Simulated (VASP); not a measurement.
Set up this calculation in VASP 6.6.1, as the native input.

* Task: single point
* Functional: PBE
* Potentials or basis: VASP PAW PBE potentials, release 64 (Rh_pv)
* Cutoff: 520 eV
* k mesh: 22 × 22 × 22
* Occupations: gaussian, width 0.15 eV
* Spin: no spin polarisation
* Dipole correction: no
* Further INCAR settings: ALGO = Fast; EDIFF = 1e-07; NBANDS = 14

The structure of Rh lies in POSCAR:

```
Rh
1.0
    0.0000000000      1.9300732500      1.8730267500
    1.9300732500      0.0000000000      1.8730267500
    1.9300732500      1.9300732500      0.0000000000
Rh
1
Direct
    0.0000000000      0.0000000000      0.0000000000
```

This cell differs from its parent crystal: strain +0.015 along x and y, -0.015 along z.

One way to write it, as run:

INCAR

```
SYSTEM = Rh
PREC     = Accurate       ! precision mode
ENCUT    = 520            ! plane-wave cutoff, eV
EDIFF    = 1E-7           ! SCF threshold, eV
ISMEAR   = 0              ! smearing method
SIGMA    = 0.15           ! smearing width, eV
LREAL    = .FALSE.        ! projectors in reciprocal space
LASPH    = .TRUE.         ! aspherical terms in the spheres
NELM     = 60             ! most SCF steps
ALGO     = Fast           ! electronic algorithm
ISIF     = 2              ! what is computed and relaxed
LWAVE    = .FALSE.        ! write WAVECAR
LCHARG   = .FALSE.        ! write CHGCAR
GGA      = PE             ! functional
NBANDS   = 14             ! bands
```

KPOINTS

```
Automatic mesh
0
G
  22 22 22
  0 0 0
```

Potentials or basis: VASP PAW PBE potentials, release 64 (Rh_pv).

The run is started by

```bash
$ cat potpaw_PBE.64/Rh_pv/POTCAR > POTCAR
$ mpirun -np 1 vasp_std > vasp.out
```

Results of the run:

The pressure is 1.9 GPa.

Caveat: the cell differs from its parent crystal (strain +0.015 along x and y, -0.015 along z).

Run time: 77 s on 1 thread of Intel(R) Xeon(R) Platinum 8488C (Sapphire Rapids), with other jobs on the host, peak memory 0.25 GiB.
